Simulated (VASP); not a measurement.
Here is a VASP 6.6.1 calculation.

File INCAR:

```
SYSTEM = Bi
ALGO     = Normal         ! electronic algorithm
EDIFF    = 1E-6           ! SCF threshold, eV
EDIFFG   = -0.01          ! ionic threshold
ENCUT    = 600            ! plane-wave cutoff, eV
GGA      = PE             ! functional
IBRION   = 2              ! ionic algorithm
ISIF     = 3              ! what is computed and relaxed
ISMEAR   = -1             ! smearing method
LASPH    = .TRUE.         ! aspherical terms in the spheres
LCHARG   = .FALSE.        ! write CHGCAR
LREAL    = .FALSE.        ! projectors in reciprocal space
LWAVE    = .FALSE.        ! write WAVECAR
NELM     = 80             ! most SCF steps
NSW      = 80             ! ionic steps
PREC     = Accurate       ! precision mode
PSTRESS  = 100.0        
SIGMA    = 0.1            ! smearing width, eV
```

The input KPOINTS:

```
k-points
0
G
  6 6 6
  0 0 0
```

File POSCAR:

```
Bi
1.0
    0.0000000000      3.5700000000      3.5700000000
    3.5700000000      0.0000000000      3.5700000000
    3.5700000000      3.5700000000      0.0000000000
Bi
2
Direct
    0.0000000000      0.0000000000      0.0000000000
    0.2500000000      0.2500000000      0.2500000000
```

Potentials or basis: VASP PAW PBE potentials, release 64 (Bi_d).

Command:

```console
$ cat potpaw_PBE.64/Bi_d/POTCAR > POTCAR
$ mpirun -np 1 vasp_std > vasp.out
```

(1) What does it give for the band gap on the k mesh?

(2) What does it give for the space group after relaxing (to 0.05 Å)?

## Answers

(1) zero (band 15 reaches 5.97 eV, above the bottom of band 16 at 4.95 eV).

(2) Fd-3m (No. 227).

Caveat: the cell is relaxed towards a set pressure, so the enthalpy falls and the energy may rise; spin-orbit coupling is left out, which moves the levels of the heavy elements.
